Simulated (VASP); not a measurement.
Set up this calculation in VASP 6.6.1, as the native input.

```yaml
Task: single point
Functional: r2SCAN
Potentials_or_basis: VASP PAW PBE potentials, release 64 (Cd, Rb_sv, Te, O)
Cutoff: 520 eV
k_mesh: 4 × 4 × 3, shifted
Occupations: fermi-dirac, width 0.1 eV
Spin: no spin polarisation
Dipole_correction: no
Further_INCAR_settings: ALGO = Normal; EDIFF = 1e-07
```

Rb2CdTe2O6:

```xyz
11
Lattice="6.0640 0.0605 0.0023 -2.9796 5.0985 -0.0429 -3.0120 1.6244 6.7254" Properties=species:S:1:pos:R:3 pbc="T T T"
Cd   -3.0136    1.6635    6.7237
Rb    3.0671    1.6760    2.7622
Rb   -2.9507    5.0784    3.9483
Te    0.0309    3.3956    5.9130
Te    0.0201    3.4298    0.7869
O     1.4089    2.6120    5.1911
O     0.0578    4.9791    5.1824
O    -1.3813    2.5739    5.1508
O    -1.3252    4.1620    1.5003
O     1.4533    4.1870    1.4955
O     0.0241    1.8176    1.5400
```

The input as run:

POSCAR

```
Rb2CdTe2O6
1.0
    6.0640410000      0.0604780000      0.0022760000
   -2.9796450000      5.0985390000     -0.0429130000
   -3.0119670000      1.6243560000      6.7253740000
Cd Rb Te O
1 2 2 6
Direct
    0.0034190000      0.0077030000      0.9998020000
    0.8026420000      0.1880590000      0.4116380000
    0.2030710000      0.8049950000      0.5921420000
    0.6284920000      0.3777280000      0.8814080000
    0.3727980000      0.6297680000      0.1208910000
    0.7427620000      0.2571460000      0.7732560000
    0.7486000000      0.7208020000      0.7749270000
    0.2796800000      0.2570130000      0.7674180000
    0.2585320000      0.7406980000      0.2277210000
    0.7161630000      0.7404420000      0.2268460000
    0.2561160000      0.2799600000      0.2306800000
```

INCAR.step1

```
SYSTEM = Rb2CdTe2O6
PREC     = Accurate       ! precision mode
ENCUT    = 520            ! plane-wave cutoff, eV
ISMEAR   = -5             ! smearing method
SIGMA    = 0.1            ! smearing width, eV
LREAL    = .False.        ! projectors in reciprocal space
LASPH    = .True.         ! aspherical terms in the spheres
NELM     = 100            ! most SCF steps
GGA      = PE             ! functional
ALGO     = Normal         ! electronic algorithm
EDIFF    = 1E-4           ! SCF threshold, eV
LWAVE    = .True.         ! write WAVECAR
LCHARG   = .False.        ! write CHGCAR
```

INCAR.step2

```
SYSTEM = Rb2CdTe2O6
PREC     = Accurate       ! precision mode
ENCUT    = 520            ! plane-wave cutoff, eV
EDIFF    = 1E-7           ! SCF threshold, eV
ISMEAR   = -1             ! smearing method
SIGMA    = 0.1            ! smearing width, eV
LREAL    = .False.        ! projectors in reciprocal space
LASPH    = .True.         ! aspherical terms in the spheres
NELM     = 100            ! most SCF steps
ALGO     = Normal         ! electronic algorithm
ISIF     = 2              ! what is computed and relaxed
LWAVE    = .False.        ! write WAVECAR
LCHARG   = .False.        ! write CHGCAR
METAGGA  = R2SCAN         ! meta-GGA
LMIXTAU  = .True.       
LORBIT   = 10             ! projections on sites
ISTART   = 1
```

KPOINTS

```
Automatic mesh
0
Gamma
  4 4 3
  0 0.5 0.5
```

Potentials or basis: VASP PAW PBE potentials, release 64 (Cd, Rb_sv, Te, O).

Command:

```console
$ cat potpaw_PBE.64/Cd/POTCAR potpaw_PBE.64/Rb_sv/POTCAR potpaw_PBE.64/Te/POTCAR potpaw_PBE.64/O/POTCAR > POTCAR
$ cp INCAR.step1 INCAR
$ mpirun -np 1 vasp_std > vasp.out
$ cp INCAR.step2 INCAR
$ mpirun -np 1 vasp_std > vasp.out
```

Results of the run:

```json
{
 "Pressure": "10.9 GPa",
 "Largest force": "8.603 eV/Å",
 "Band gap on the k mesh": "3.83 eV (least direct gap 4.00 eV)",
 "Valence electrons inside the program's atomic spheres": "Cd 10.10; Rb 7.37; Te 3.67, 3.73; O 5.11, 5.07, 5.15, 5.09 (each value once)"
}
```

Caveat: the stress differs along the axes, from 6 to 14 GPa; the PAW data sets were made with another functional, which shifts forces and pressure a little; spin-orbit coupling is left out, which moves the levels of the heavy elements; a shifted mesh leaves out Γ, where band edges can lie.

Run time: 14 min on 1 thread of Intel(R) Xeon(R) Platinum 8559C (Emerald Rapids), on a shared host, peak memory 0.49 GiB.
